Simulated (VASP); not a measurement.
# Li2O (Fm-3m) in VASP: G0W0 quasiparticle levels with PBE

Aim: the G0W0 quasiparticle levels of Li2O with PBE.

Everything below comes from runs of VASP 6.6.1. Logs are shortened: lines on timing, memory, paths and dates and some standing lists are left out, and cuts for length are marked.

### 1 The cell of the first run

It takes space group Fm-3m (No. 225, cubic). Conventional cell: a = 4.573 Å, b = 4.573 Å, c = 4.573 Å, α = 90.00°, β = 90.00°, γ = 90.00°. Within 2.6 Å of O (site symmetry m-3m) lie 8 Li at 1.98 Å. Li (site symmetry -43m) has 4 O at 1.98 Å and 6 Li at 2.29 Å within 2.6 Å.

### 2 G0W0 quasiparticle levels, PBE

POSCAR reads:

```
Li2O
1.0
    0.0000000000      2.2863684517      2.2863684517
    2.2863684517      0.0000000000      2.2863684517
    2.2863684517      2.2863684517      0.0000000000
O Li
1 2
Direct
    0.0000000000      0.0000000000      0.0000000000
    0.2500000000      0.2500000000      0.2500000000
    0.7500000000      0.7500000000      0.7500000000
```

INCAR.step1 reads:

```
SYSTEM = Li2O
PREC = Accurate
ENCUT = 500
EDIFF = 1E-8
ISMEAR = 0
SIGMA = 0.01
LREAL = .False.
LASPH = .True.
NELM = 80
ALGO = Normal
LWAVE = .True.
LCHARG = .False.
GGA = PE
```

INCAR.step2 reads:

```
SYSTEM = Li2O
PREC = Accurate
ENCUT = 500
EDIFF = 1E-8
ISMEAR = 0
SIGMA = 0.01
LREAL = .False.
LASPH = .True.
NELM = 1
ALGO = Exact
LWAVE = .True.
LCHARG = .False.
GGA = PE
NBANDS = 64
LOPTICS = .True.
ISTART = 1
```

INCAR.step3 reads:

```
SYSTEM = Li2O
PREC = Accurate
ENCUT = 500
EDIFF = 1E-8
ISMEAR = 0
SIGMA = 0.01
LREAL = .False.
LASPH = .True.
ALGO = EVGW0
LWAVE = .False.
LCHARG = .False.
GGA = PE
NELMGW = 1
NBANDS = 64
ENCUTGW = 80.0
NOMEGA = 48
PRECFOCK = Fast
ISTART = 1
NBANDSGW = 12
```

KPOINTS reads:

```
regular mesh
0
Gamma
  4 4 4
  0 0 0
```

Potentials or basis: VASP PAW PBE potentials, release 64 (O_GW, Li_GW).

Run with:

```
$ cat potpaw_PBE.64/O_GW/POTCAR potpaw_PBE.64/Li_GW/POTCAR > POTCAR
$ cp INCAR.step1 INCAR
$ mpirun -np 1 vasp_std > vasp.out
$ cp INCAR.step2 INCAR
$ mpirun -np 1 vasp_std > vasp.out
$ cp INCAR.step3 INCAR
$ mpirun -np 1 vasp_std > vasp.out
```

OUTCAR:

```text
SYSTEM = Li2O
   PREC = Accurate
   ENCUT = 500
   EDIFF = 1E-8
   ISMEAR = 0
   LREAL = .False.
   LASPH = .True.
   GGA = PE
   NELMGW = 1
   ENCUTGW = 80.0
   PRECFOCK = Fast
   ISTART = 1

 ion  position               nearest neighbor table
   1  0.000  0.000  0.000-   2 1.98   3 1.98   3 1.98   3 1.98   3 1.98   2 1.98   2 1.98   2 1.98

   2  0.250  0.250  0.250-   1 1.98   1 1.98   1 1.98   1 1.98   3 2.29   3 2.29   3 2.29   3 2.29
                             3 2.29   3 2.29
   3  0.750  0.750  0.750-   1 1.98   1 1.98   1 1.98   1 1.98   2 2.29   2 2.29   2 2.29   2 2.29
                             2 2.29   2 2.29

  LATTYP: Found a face centered cubic cell.
 ALAT       =     4.5727369034

  Lattice vectors:

 A1 = (   0.0000000000,   2.2863684517,   2.2863684517)
 A2 = (   2.2863684517,   0.0000000000,   2.2863684517)
 A3 = (   2.2863684517,   2.2863684517,   0.0000000000)

Analysis of symmetry for initial positions (statically):
=====================================================================
 Subroutine PRICEL returns:
 Original cell was already a primitive cell.

 Routine SETGRP: Setting up the symmetry group for a
 face centered cubic supercell.

 Subroutine GETGRP returns: Found 48 space group operations
 (whereof 48 operations were pure point group operations)
 out of a pool of 48 trial point group operations.

The static configuration has the point symmetry O_h .

Analysis of symmetry for dynamics (positions and initial velocities):
=====================================================================
 Subroutine PRICEL returns:
 Original cell was already a primitive cell.

 Routine SETGRP: Setting up the symmetry group for a
 face centered cubic supercell.

 Subroutine GETGRP returns: Found 48 space group operations
 (whereof 48 operations were pure point group operations)
 out of a pool of 48 trial point group operations.

[... 80 lines left out ...]
   LNONCOLLINEAR =      F non collinear calculations
   LSORBIT =      F    spin-orbit coupling
   LASPH  =      T    aspherical Exc in radial PAW
   ENCUT  =  500.0 eV  36.75 Ry    6.06 a.u.   5.90  5.90  5.90*2*pi/ulx,y,z
   NELM   =     60;   NELMIN=  2; NELMDL=  0     # of ELM steps
   EDIFF  = 0.1E-07   stopping-criterion for ELM
   LREAL  =      F    real-space projection
   EDIFFG = 0.1E-06   stopping-criterion for IOM
   NSW    =      0    number of steps for IOM
   IBRION =     -1    ionic relax: 0-MD 1-quasi-New 2-CG
   NFREE  =      0    steps in history (QN), initial steepest desc. (CG)
   ISIF   =      0    stress and relaxation
   ISYM   =      3    0-nonsym 1-usesym 2-fastsym
   POTIM  = 0.5000    time-step for ionic-motion
   TEBEG  =    0.0;   TEEND  =   0.0 temperature during run
   PSTRESS=    0.0 pullay stress
   NELECT =       8.0000    total number of electrons
   NUPDOWN=      -1.0000    fix difference up-down
   EMIN   =  10.00;   EMAX   =-10.00  energy-range for DOS
   EFERMI =   0.00;   METHOD = LEGACY
   ISMEAR =     0;   SIGMA  =   0.01  broadening in eV -4-tet -1-fermi 0-gaus
   EFERMI_NEDOS =   21; number of points for ismear=-14 and -15
   IALGO  =     38    algorithm
   IMIX   =      4    mixing-type and parameters
     AMIX     =   0.40;   BMIX     =  1.00
     AMIX_MAG =   1.60;   BMIX_MAG =  1.00
  volume/ion in A,a.u.               =       7.97        53.77
  Fermi-wavevector in a.u.,A,eV,Ry     =   1.136620  2.147900 17.577434  1.291905
  Thomas-Fermi vector in A             =   2.273325
   LORBIT       =      0    0 simple, 1 ext, 2 COOP (PROOUT), +10 PAW based schemes
   GGA     = PE    functional components
   LHFCALC =     T    Hartree Fock is set to
   PRECFOCK=fast      Normal, Fast or Accurate (Low or Medium for compatibility)
   ENCUT4O =  -1.0   cutoff for four orbital integrals eV
   NKREDX  =     1    reduce k-point grid by
   NKREDY  =     1    reduce k-point grid by
   NKREDZ  =     1    reduce k-point grid by
   AEXX    =    1.0000 exact exchange contribution
   HFSCREEN=    0.0000 screening length (either q_TF or 0.3 A-1)
   HFSCREENC=   0.0000 screening length for correlation (either q_TF or 0.3 A-1)
   ENCUTFOCK=  -1.0 apply spherical cutoff to Coloumb kernel
   IVDW    =     0    specifies the selected vdW correction
   LEPSILON=     F    determine dielectric tensor
   LRPA    =     F    only Hartree local field effects (RPA)
   LRPAFORCE           =     F    calculate RPA forces
   ENCUTGW             =  80.0    cutoff for response function in eV
   ENCUTGWSOFT         =  64.0    soft cutoff for Coulomb kernel in GW response function in eV
   ENCUTLF             =  -1.0    cutoff for local field effects
   NELMGW              =     1    number of iterations in solving QP/BSE equation
   NELMHF              =     1    number of iterations in the inner HF iteration
   NKREDLFX            =     1    NKREDLFY  =   1   NKREDLFZ  =   1
 non-spin polarized calculation
 Gauss-broadening in eV      SIGMA  =   0.01
  energy-cutoff  :      500.00
  volume of cell :       23.90
 maximum number of plane-waves:       620
  NGX = 14; NGY = 14; NGZ = 14
   NGX = 11   NGY = 11   NGZ = 11
 maximum number of plane-waves:        51
 NGX is ok and might be reduce to    10

 QP shifts <psi_nk| G(iteration)W_0 |psi_nk>: iteration 1
 for sc-GW calculations column KS-energies equals QP-energies in previous step
 and V_xc(KS)=  KS-energies - (<T + V_ion + V_H > + <T+V_H+V_ion>^1  + <V_x>^1)

 k-point   1 :       0.0000    0.0000    0.0000
  band No.  KS-energies  QP-energies   sigma(KS)   V_xc(KS)     V^pw_x(r,r')   Z            occupation Imag(sigma)

      1     -17.7512     -20.1027     -22.2438     -18.9983     -30.5865       0.7245       2.0000       1.1722
      2      -2.2009      -3.4638     -20.6803     -19.0480     -24.6979       0.7737       2.0000       0.1534
      3      -2.2009      -3.4638     -20.6803     -19.0480     -24.6979       0.7737       2.0000       0.1534
      4      -2.2009      -3.4638     -20.6803     -19.0480     -24.6979       0.7737       2.0000       0.1534
      5       3.3040       4.2173      -8.2874      -9.3941      -4.8011       0.8253       0.0000      -0.1101
      6       9.9299      11.4255      -6.4061      -8.2069      -2.5442       0.8305       0.0000      -0.1250
      7       9.9299      11.4255      -6.4061      -8.2069      -2.5442       0.8305       0.0000      -0.1250
      8       9.9299      11.4255      -6.4061      -8.2069      -2.5442       0.8305       0.0000      -0.1250
      9      17.1745      18.0447      -6.1888      -7.3003      -1.2409       0.7829       0.0000      -0.6559
     10      17.1745      18.0447      -6.1888      -7.3003      -1.2409       0.7829       0.0000      -0.6559
     11      17.1745      18.0447      -6.1888      -7.3003      -1.2409       0.7829       0.0000      -0.6559
     12      19.4814      20.8202      -7.3221      -8.9059      -2.8556       0.8454       0.0000      -0.6317
[... 100 lines left out ...]
      1     -17.4225     -19.7375     -22.6993     -19.5751     -31.0383       0.7410       2.0000       1.1157
      2      -4.0923      -5.6290     -17.6339     -15.6223     -21.4247       0.7639       2.0000       0.1818
      3      -3.7291      -5.2921     -18.8304     -16.7736     -22.8749       0.7599       2.0000       0.1810
      4      -3.7291      -5.2921     -18.8304     -16.7736     -22.8749       0.7599       2.0000       0.1810
      5       5.0875       6.2406      -9.4126     -10.8367      -6.2189       0.8097       0.0000      -0.1154
      6       8.4725       9.8560      -7.4473      -9.1496      -3.3568       0.8128       0.0000      -0.1560
      7      12.2694      14.0003     -10.0744     -12.2833      -5.5782       0.7836       0.0000      -0.3135
      8      12.2694      14.0003     -10.0744     -12.2833      -5.5782       0.7836       0.0000      -0.3135
      9      16.3079      17.6897      -6.7101      -8.4309      -2.2460       0.8030       0.0000      -0.2980
     10      16.3079      17.6897      -6.7101      -8.4309      -2.2460       0.8030       0.0000      -0.2980
     11      21.4216      23.3032      -7.8552     -10.1228      -2.8800       0.8298       0.0000      -0.8512
     12      22.6394      24.8019      -6.7268      -9.3442      -2.2366       0.8262       0.0000      -0.4406
```

OUTCAR.step1:

```text
SYSTEM = Li2O
   PREC = Accurate
   ENCUT = 500
   EDIFF = 1E-8
   ISMEAR = 0
   LREAL = .False.
   LASPH = .True.
   NELM = 80
[... 294 lines left out ...]
      0.00000      0.00000      0.00000         0.000000     -0.000000     -0.000000
      1.14318      1.14318      1.14318         0.000000      0.000000      0.000000
      3.42955      3.42955      3.42955        -0.000000     -0.000000     -0.000000
 -----------------------------------------------------------------------------------
    total drift:                                0.000000     -0.000000     -0.000000

  FREE ENERGIE OF THE ION-ELECTRON SYSTEM (eV)
  ---------------------------------------------------
  free  energy   TOTEN  =       -14.3000134978 eV

  energy  without entropy=      -14.3000134978  energy(sigma->0) =      -14.30001350
```

Run time: 58 s. Hardware: 1 thread of Intel Xeon 8259CL, shared host; peak memory 0.2 GiB.

Results:

| Quantity | Value |
| --- | --- |
| Band gap on the k mesh, mean-field level | 5.04 eV, indirect (least direct gap 5.50 eV) |
| Quasiparticle gap | 7.15 eV |
| Least direct quasiparticle gap | 7.68 eV |

Levels at points of the mesh, in eV from the valence-band top:
```tsv
k point	band 1	band 2	band 3	band 4	band 5	band 6	band 7	band 8
(0.00, 0.00, 0.00)	-15.55	0.00	0.00	0.00	5.50	12.13	12.13	12.13
(0.50, 0.00, 0.00)	-15.29	-2.85	-0.46	-0.46	9.43	10.12	12.24	12.24
(0.50, 0.50, 0.00)	-15.24	-1.63	-1.43	-1.43	5.04	13.85	13.85	15.14
```

Caveat: the k points lie up to 0.59 Å⁻¹ apart; bands, screening cutoff and mesh are small and nothing is extrapolated, so the quasiparticle values aren't converged. A k mesh can miss the band edges.
